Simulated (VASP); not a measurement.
ZrB2, 3 atoms in the cell. Symmetry: Cmmm, No. 65, orthorhombic system. Conventional cell: a = 3.168 Å, b = 5.486 Å, c = 3.552 Å, α = 90.00°, β = 90.00°, γ = 90.00°. Within 3.2 Å of Zr (site symmetry mmm) lie 12 B at 2.45 to 2.79 Å and 6 Zr at 3.17 Å. Within 1.6 Å of B (site symmetry m2m) lie 1 B at 1.17 Å.  This cell differs from its parent crystal: shortest bond scaled by 0.64.

| Quantity | Value |
| --- | --- |
| Program | VASP 6.6.1 |
| Task | electric field gradients |
| Functional | PBE |
| Potentials or basis | VASP PAW PBE potentials, release 64 (Zr_sv, B) |
| Cutoff | 520 eV |
| k mesh | 11 × 11 × 9 |
| Occupations | fermi-dirac, width 0.05 eV |
| Spin | no spin polarisation |
| Dipole correction | no |
| Further INCAR settings | ALGO = Normal; EDIFF = 1e-08; NBANDS = 16 |

Potentials or basis: VASP PAW PBE potentials, release 64 (Zr_sv, B).

Command:

```console
$ cat potpaw_PBE.64/Zr_sv/POTCAR potpaw_PBE.64/B/POTCAR > POTCAR
$ mpirun -np 1 vasp_std > vasp.out
```

Hardware: 1 thread of AMD EPYC 9R45 96-Core Processor (Zen 5), on a shared host.

Question: How long does it take, and how much memory?

Answer: Wall time 42 s on 1 thread of AMD EPYC 9R45 96-Core Processor (Zen 5), with other jobs on the host, peak memory 0.18 GiB. Counts: scf iterations 16, k points 180.
